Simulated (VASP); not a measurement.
# InP (I-4m2) in VASP: notebook

InP is run at these levels: LDA; tasks: single point.

All numbers are computed with VASP 6.6.1; they aren't measurements. Logs are shortened: lines on timing, memory, paths and dates and some standing lists are left out, and cuts for length are marked.

**1. The cell of the first run**

It takes space group I-4m2 (No. 119, tetragonal). The conventional cell has a = 4.079 Å, b = 4.079 Å, c = 5.891 Å, α = 90.00°, β = 90.00°, γ = 90.00°. Within 3.3 Å of In (site symmetry -4m2) lie 4 P at 2.52 Å. Within 3.3 Å of P (site symmetry -4m2) lie 4 In at 2.52 Å.

**2. Single point, LDA (in-plane strain -0.01, then relaxed in part)**

Contents of INCAR:

```
SYSTEM = InP
PREC = Accurate ; ENCUT = 520
EDIFF = 1E-6 ; ISMEAR = 0
SIGMA = 0.01 ; LREAL = .False.
LASPH = .True. ; NELM = 100
ALGO = Normal ; ISIF = 2
LWAVE = .False. ; LCHARG = .False.
GGA = CA ; NBANDS = 16
```

Contents of KPOINTS:

```
Automatic mesh
0
Gamma
  8 8 8
  0 0 0
```

Contents of POSCAR:

```
InP
1.0
    2.8845227653      2.8845227653      0.0000000000
   -2.8845227653      2.8845227653      0.0000000000
    0.0000000000      2.8845227653      2.9454516512
In P
1 1
Direct
    0.0000000000      0.0000000000      0.0000000000
    0.7500000000      0.2500000000      0.5000000000
```

Potentials or basis: VASP PAW LDA potentials, release 64 (In_d, P).

The run is started by

```bash
$ cat potpaw_LDA.64/In_d/POTCAR potpaw_LDA.64/P/POTCAR > POTCAR
$ mpirun -np 1 vasp_std > vasp.out
```

OUTCAR:

```text
SYSTEM = InP
   PREC = Accurate
   ENCUT = 520
   EDIFF = 1E-6
   ISMEAR = 0
   LREAL = .False.
   LASPH = .True.
   NELM = 100
   ISIF = 2
   GGA = CA

 ion  position               nearest neighbor table
   1  0.000  0.000  0.000-   2 2.52   2 2.52   2 2.52   2 2.52
   2  0.750  0.250  0.500-   1 2.52   1 2.52   1 2.52   1 2.52

  LATTYP: Found a body centered tetragonal cell.
 ALAT       =     4.0793312157
 C/A-ratio  =     1.4440855599

  Lattice vectors:

 A1 = (   2.8845227653,   0.0000000000,  -2.9454516512)
 A2 = (  -2.8845227653,   0.0000000000,  -2.9454516512)
 A3 = (   0.0000000000,   2.8845227653,   2.9454516512)

Analysis of symmetry for initial positions (statically):
=====================================================================
 Subroutine PRICEL returns:
 Original cell was already a primitive cell.

 Routine SETGRP: Setting up the symmetry group for a
 body centered tetragonal supercell.

 Subroutine GETGRP returns: Found  8 space group operations
 (whereof  8 operations were pure point group operations)
 out of a pool of 16 trial point group operations.

The static configuration has the point symmetry D_2d.

Analysis of symmetry for dynamics (positions and initial velocities):
=====================================================================
 Subroutine PRICEL returns:
 Original cell was already a primitive cell.

 Routine SETGRP: Setting up the symmetry group for a
 body centered tetragonal supercell.

 Subroutine GETGRP returns: Found  8 space group operations
 (whereof  8 operations were pure point group operations)
 out of a pool of 16 trial point group operations.

The dynamic configuration has the point symmetry D_2d.

 Subroutine INISYM returns: Found  8 space group operations
 (whereof  8 operations are pure point group operations),
 and found     1 'primitive' translations

----------------------------------------------------------------------------------------

                                     Primitive cell

  volume of cell :      49.0151

  direct lattice vectors                    reciprocal lattice vectors
     2.884522765  2.884522765  0.000000000     0.173338899  0.173338899 -0.169753253
    -2.884522765  2.884522765  0.000000000    -0.173338899  0.173338899 -0.169753253
     0.000000000  2.884522765  2.945451651     0.000000000  0.000000000  0.339506506

  length of vectors
     4.079331216  4.079331216  4.122639569     0.298175979  0.298175979  0.339506506

  position of ions in fractional coordinates (direct lattice)
     0.000000000  0.000000000  0.000000000
     0.750000000  0.250000000  0.500000000

  ion indices of the primitive-cell ions
   primitive index   ion index
                 1           1
                 2           2

----------------------------------------------------------------------------------------

 KPOINTS: Automatic mesh

Automatic generation of k-mesh.
 Grid dimensions read from file:
 generate k-points for:    8    8    8

 Generating k-lattice:

  Cartesian coordinates                     Fractional coordinates (reciprocal lattice)
     0.021667362  0.021667362 -0.021219157     0.125000000  0.000000000  0.000000000
    -0.021667362  0.021667362 -0.021219157     0.000000000  0.125000000  0.000000000
     0.000000000  0.000000000  0.042438313     0.000000000  0.000000000  0.125000000

  Length of vectors
     0.037271997  0.037271997  0.042438313

  Shift w.r.t. Gamma in fractional coordinates (k-lattice)
     0.000000000  0.000000000  0.000000000

 Subroutine IBZKPT returns following result:
 ===========================================

 Found     59 irreducible k-points:

 Following reciprocal coordinates:
            Coordinates               Weight
  0.000000  0.000000  0.000000      1.000000
  0.125000  0.000000  0.000000      8.000000
  0.250000  0.000000  0.000000      8.000000
  0.375000  0.000000  0.000000      8.000000
  0.500000  0.000000  0.000000      4.000000
  0.125000  0.125000  0.000000      8.000000
[... 16 lines left out ...]
  0.250000  0.000000  0.125000      4.000000
  0.375000  0.000000  0.125000      8.000000
 [... further k-points ...]
   k-points           NKPTS =     59   k-points in BZ     NKDIM =     59   number of bands    NBANDS=     16
   number of dos      NEDOS =    301   number of ions     NIONS =      2
   total plane-waves  NPLWV =  28800
   dimension x,y,z NGX =    30 NGY =   30 NGZ =   32
   dimension x,y,z NGXF=    60 NGYF=   60 NGZF=   64
   ions per type =               1   1
   NGX,Y,Z   is equivalent  to a cutoff of  12.23, 12.23, 12.90 a.u.
   NGXF,Y,Z  is equivalent  to a cutoff of  24.45, 24.45, 25.81 a.u.
 SYSTEM =  InP
   PREC   = accura    normal or accurate (medium, high low for compatibility)
   ISTART =      0    job   : 0-new  1-cont  2-samecut
   ICHARG =      2    charge: 1-file 2-atom 10-const
   ISPIN  =      1    spin polarized calculation?
   LNONCOLLINEAR =      F non collinear calculations
   LSORBIT =      F    spin-orbit coupling
   LASPH  =      T    aspherical Exc in radial PAW
   ENCUT  =  520.0 eV  38.22 Ry    6.18 a.u.   7.58  7.58  7.67*2*pi/ulx,y,z
   NELM   =    100;   NELMIN=  2; NELMDL= -5     # of ELM steps
   EDIFF  = 0.1E-05   stopping-criterion for ELM
   LREAL  =      F    real-space projection
   EDIFFG = 0.1E-04   stopping-criterion for IOM
   NSW    =      0    number of steps for IOM
   IBRION =     -1    ionic relax: 0-MD 1-quasi-New 2-CG
   NFREE  =      0    steps in history (QN), initial steepest desc. (CG)
   ISIF   =      2    stress and relaxation
   ISYM   =      2    0-nonsym 1-usesym 2-fastsym
   POTIM  = 0.5000    time-step for ionic-motion
   TEBEG  =    0.0;   TEEND  =   0.0 temperature during run
   PSTRESS=    0.0 pullay stress
   NELECT =      18.0000    total number of electrons
   NUPDOWN=      -1.0000    fix difference up-down
   EMIN   =  10.00;   EMAX   =-10.00  energy-range for DOS
   EFERMI =   0.00;   METHOD = LEGACY
   ISMEAR =     0;   SIGMA  =   0.01  broadening in eV -4-tet -1-fermi 0-gaus
   EFERMI_NEDOS =   21; number of points for ismear=-14 and -15
   IALGO  =     38    algorithm
   IMIX   =      4    mixing-type and parameters
     AMIX     =   0.40;   BMIX     =  1.00
     AMIX_MAG =   1.60;   BMIX_MAG =  1.00
  volume/ion in A,a.u.               =      24.51       165.39
  Fermi-wavevector in a.u.,A,eV,Ry     =   1.172346  2.215412 18.699774  1.374395
  Thomas-Fermi vector in A             =   2.308776
   LORBIT       =      0    0 simple, 1 ext, 2 COOP (PROOUT), +10 PAW based schemes
   GGA     = CA    functional components
   LHFCALC =     F    Hartree Fock is set to
   AEXX    =    0.0000 exact exchange contribution
   IVDW    =     0    specifies the selected vdW correction
   LEPSILON=     F    determine dielectric tensor
   LRPA    =     F    only Hartree local field effects (RPA)
 non-spin polarized calculation
 Gauss-broadening in eV      SIGMA  =   0.01
  energy-cutoff  :      520.00
  volume of cell :       49.02
 maximum number of plane-waves:      1332
   NGX = 15   NGY = 15   NGZ = 15

 number of electron      18.0000008 magnetization

 Free energy of the ion-electron system (eV)
  ---------------------------------------------------
  ext. energy  EPLUGINS =         0.00000000
  ---------------------------------------------------
  free energy    TOTEN  =        -9.66901219 eV

  energy without entropy =       -9.66901219  energy(sigma->0) =       -9.66901219

 E-fermi :   5.4670     XC(G=0):  -9.7258

 val. band max:        5.3420545910   @ k =   0.0000   0.0000   0.0000
 cond. band min:       5.9590625305   @ k =   0.0000   0.0000   0.0000
 fundamental gap:      0.6170079394
 Fermi energy:         5.4670441705

 k-point     1 :       0.0000    0.0000    0.0000
  band No.  band energies     occupation
      1      -8.9454      2.00000
      2      -8.9365      2.00000
      3      -8.9365      2.00000
      4      -8.7712      2.00000
      5      -8.7709      2.00000
      6      -6.4233      2.00000
[... 8 lines left out ...]
     15      14.6277      0.00000
     16      14.9669      0.00000

 k-point     2 :       0.1250    0.0000    0.0000
  band No.  band energies     occupation
      1      -8.9612      2.00000
      2      -8.9336      2.00000
      3      -8.9283      2.00000
      4      -8.7716      2.00000
      5      -8.7704      2.00000
      6      -6.2356      2.00000
[... 8 lines left out ...]
     15      14.2212      0.00000
     16      14.5310      0.00000

 k-point     3 :       0.2500    0.0000    0.0000
  band No.  band energies     occupation
      1      -9.0091      2.00000
      2      -8.9164      2.00000
      3      -8.9109      2.00000
      4      -8.7700      2.00000
      5      -8.7664      2.00000
      6      -5.7097      2.00000
[... 8 lines left out ...]
     15      13.9064      0.00000
     16      14.2932      0.00000

 k-point     4 :       0.3750    0.0000    0.0000
  band No.  band energies     occupation
      1      -9.0538      2.00000
      2      -8.9033      2.00000
      3      -8.8977      2.00000
      4      -8.7640      2.00000
      5      -8.7575      2.00000
      6      -4.9967      2.00000
[... 8 lines left out ...]
     15      14.7855      0.00000
     16      14.8610      0.00000
[... 324 lines left out ...]
 k-point    22 :       0.0000    0.0000    0.1250
  band No.  band energies     occupation
      1      -8.9807      2.00000
      2      -8.9205      2.00000
      3      -8.9205      2.00000
      4      -8.7770      2.00000
      5      -8.7659      2.00000
      6      -6.1802      2.00000
[... 8 lines left out ...]
     15      14.9097      0.00000
     16      15.0974      0.00000

 k-point    23 :       0.2500    0.0000    0.1250
  band No.  band energies     occupation
      1      -8.9911      2.00000
      2      -8.9190      2.00000
      3      -8.9186      2.00000
      4      -8.7771      2.00000
      5      -8.7647      2.00000
      6      -5.9294      2.00000
[... 8 lines left out ...]
     15      14.2147      0.00000
     16      15.4686      0.00000

 k-point    24 :       0.3750    0.0000    0.1250
  band No.  band energies     occupation
      1      -9.0353      2.00000
      2      -8.9029      2.00000
      3      -8.9003      2.00000
      4      -8.7767      2.00000
      5      -8.7593      2.00000
      6      -5.3265      2.00000
[... 8 lines left out ...]
     15      14.8946      0.00000
     16      15.5549      0.00000

 [... further k-points ...]
[... 5 lines left out ...]
  --------------------------------------------------------------------------------------
  -------------------------------------------------------------------------------------
  Total        0.2968772      0.2968772      0.0052987      0.0000000      0.0000000      0.0000000
  in kB        9.7041528      9.7041528      0.1732014      0.0000000      0.0000000      0.0000000
  external PRESSURE =       6.5271690 kB  Pullay stress =       0.0000000 kB

 VOLUME and BASIS-vectors are now :
 -----------------------------------------------------------------------------
  energy-cutoff  :      520.00
  volume of cell :       49.02
      direct lattice vectors                 reciprocal lattice vectors
     2.884522765  2.884522765  0.000000000     0.173338899  0.173338899 -0.169753253
    -2.884522765  2.884522765  0.000000000    -0.173338899  0.173338899 -0.169753253
     0.000000000  2.884522765  2.945451651     0.000000000  0.000000000  0.339506506

 POSITION                                       TOTAL-FORCE (eV/Angst)
 -----------------------------------------------------------------------------------
      0.00000      0.00000      0.00000        -0.000000      0.000000      0.000000
      1.44226      4.32678      1.47273         0.000000     -0.000000      0.000000
 -----------------------------------------------------------------------------------
    total drift:                               -0.000003      0.000000     -0.000000

  FREE ENERGIE OF THE ION-ELECTRON SYSTEM (eV)
  ---------------------------------------------------
  free  energy   TOTEN  =        -9.6690121885 eV

  energy  without entropy=       -9.6690121885  energy(sigma->0) =       -9.66901219
```

It took 20 s on 1 thread of AMD EPYC 9R45 (Zen 5), shared host; peak memory 0.15 GiB.

Results:

| Quantity | Value |
| --- | --- |
| Free energy | -9.6690 eV |
| Pressure | 0.7 GPa |
| Band gap on the k mesh | 0.62 eV, direct |

Stress tensor (GPa, compression positive):
```
0.97 0.00 0.00
0.00 0.97 0.00
0.00 0.00 0.02
```

Caveat: the cell differs from its parent crystal (in-plane strain -0.01, then relaxed in part); spin-orbit coupling is left out, which moves the levels of the heavy elements.

**3. Single point, LDA (in-plane strain -0.01)**

Contents of INCAR:

```
SYSTEM = InP
PREC     = Accurate       ! precision mode
ENCUT    = 520            ! plane-wave cutoff, eV
EDIFF    = 1E-6           ! SCF threshold, eV
ISMEAR   = 0              ! smearing method
SIGMA    = 0.01           ! smearing width, eV
LREAL    = .FALSE.        ! projectors in reciprocal space
LASPH    = .TRUE.         ! aspherical terms in the spheres
NELM     = 100            ! most SCF steps
ALGO     = Normal         ! electronic algorithm
ISIF     = 2              ! what is computed and relaxed
LWAVE    = .FALSE.        ! write WAVECAR
LCHARG   = .TRUE.         ! write CHGCAR
LELF     = .TRUE.         ! ELF
LVHAR    = .TRUE.       
NBANDS   = 16             ! bands
```

Contents of KPOINTS:

```
Automatic mesh
0
G
  8 8 8
  0 0 0
```

Changes to POSCAR since step 2:

```diff
@@ -4,3 +4,3 @@
    -2.8845227653      2.8845227653      0.0000000000
-    0.0000000000      2.8845227653      2.9454516512
+    0.0000000000      2.8845227653      2.9311413150
 In P
```

Potentials or basis: VASP PAW LDA potentials, release 64 (In_d, P).

The run is started by

```bash
$ cat potpaw_LDA.64/In_d/POTCAR potpaw_LDA.64/P/POTCAR > POTCAR
$ mpirun -np 1 vasp_std > vasp.out
```

Run time: 20 s. Hardware: 1 thread of AMD EPYC 9R45 (Zen 5), shared host; peak memory 0.15 GiB.

The run converged. Its results:

| Item | Value |
| --- | --- |
| Free energy | -9.6685 eV |
| Pressure | 1.0 GPa |
| Band gap on the k mesh | 0.65 eV, direct |

Stress tensor (GPa, compression positive):
```
1.26 0.00 0.00
0.00 1.26 0.00
0.00 0.00 0.54
```

Levels at points of the mesh, in eV from the valence-band top:
| k point | band 7 | band 8 | band 9 | band 10 | band 11 | band 12 |
| --- | --- | --- | --- | --- | --- | --- |
| (0.00, 0.00, 0.00) | -0.08 | 0.00 | 0.00 | 0.65 | 3.93 | 3.93 |
| (0.50, 0.00, 0.00) | -6.03 | -1.12 | -1.01 | 1.37 | 4.63 | 4.74 |
| (0.50, 0.50, 0.00) | -5.99 | -2.53 | -2.52 | 1.49 | 2.04 | 9.21 |
| (0.00, 0.00, 0.50) | -6.10 | -2.43 | -2.43 | 1.58 | 2.19 | 9.06 |

Caveat: the cell differs from its parent crystal (in-plane strain -0.01); spin-orbit coupling is left out, which moves the levels of the heavy elements.
